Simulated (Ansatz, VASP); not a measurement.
**One calculation of RbLa2Cl2, two programs**

File INCAR:

```
SYSTEM = RbLa2Cl2
  PREC = Accurate
  ENCUT = 520
  EDIFF = 1E-7
  ISMEAR = 0
  SIGMA = 0.1
  LREAL = .False.
  LASPH = .True.
  NELM = 80
  ALGO = Normal
  ISIF = 2
  LWAVE = .False.
  LCHARG = .False.
  GGA = PE
  NBANDS = 30
```

The input KPOINTS:

```
Automatic mesh
0
Gamma
  6 6 4
  0 0 0
```

POSCAR

```
RbLa2Cl2
1.0
    5.3639140700      0.0000000000      0.0000000000
   -2.6819570400      4.6452858500      0.0000000000
    0.0000000000      0.0000000000      7.2268413000
Rb La Cl
1 2 2
Direct
    0.0000000000      0.0000000000      0.5000000000
    0.3333333300      0.6666666700      0.5000000000
    0.6666666700      0.3333333300      0.5000000000
    0.3333333300      0.6666666700      0.0000000000
    0.6666666700      0.3333333300      0.0000000000
```

Input for Ansatz:

```yaml
crystal:
  lattice:
    - [5.36391407, 0.0, 0.0]
    - [-2.68195704, 4.64528585, 0.0]
    - [0.0, 0.0, 7.2268413]
  atoms:
    - { symbol: Rb, position: [0.0, 0.0, 0.5] }
    - { symbol: La, position: [0.33333333, 0.66666667, 0.5] }
    - { symbol: La, position: [0.66666667, 0.33333333, 0.5] }
    - { symbol: Cl, position: [0.33333333, 0.66666667, 0.0] }
    - { symbol: Cl, position: [0.66666667, 0.33333333, 0.0] }
basis:
  ecutwfc: 420
kpoints:
  mp_grid: { grid: [6, 6, 4] }
hamiltonian:
  xc: pbe
scf:
  occupations: { method: gaussian, width: 0.1 }
  lower_state_search: "off"
output:
  forces: true
  stress: true
  eigenvalues: true
```

Alike in both runs: task single point; functional PBE; k mesh 6 × 6 × 4; occupations gaussian, width 0.1 eV; no spin polarisation.

|  | VASP | Ansatz |
| --- | --- | --- |
| version | VASP 6.6.1 | Ansatz 0.2.0 |
| potentials or method | VASP PAW PBE potentials, release 64 (Rb_sv, La, Cl), cutoff 520 eV | scalar-relativistic, plane waves, PAW |
| valence electrons in the cell | 45 | 45 |

Ansatz gave:

- gap on the k mesh at the Fermi level (eV): none
- pressure (GPa): 3.9
- traceless stress, the component that is largest in VASP (GPa): -17.40

Estimate VASP's values.

gap on the k mesh at the Fermi level (eV): none; pressure (GPa): 4.0; traceless stress, the component that is largest in VASP (GPa): -17.49.

A gap of «none» marks a metal or a gap that the smearing closes. The functional is the same, so the differences come from potentials, cutoffs and numerics.

Spin-orbit coupling is off throughout.
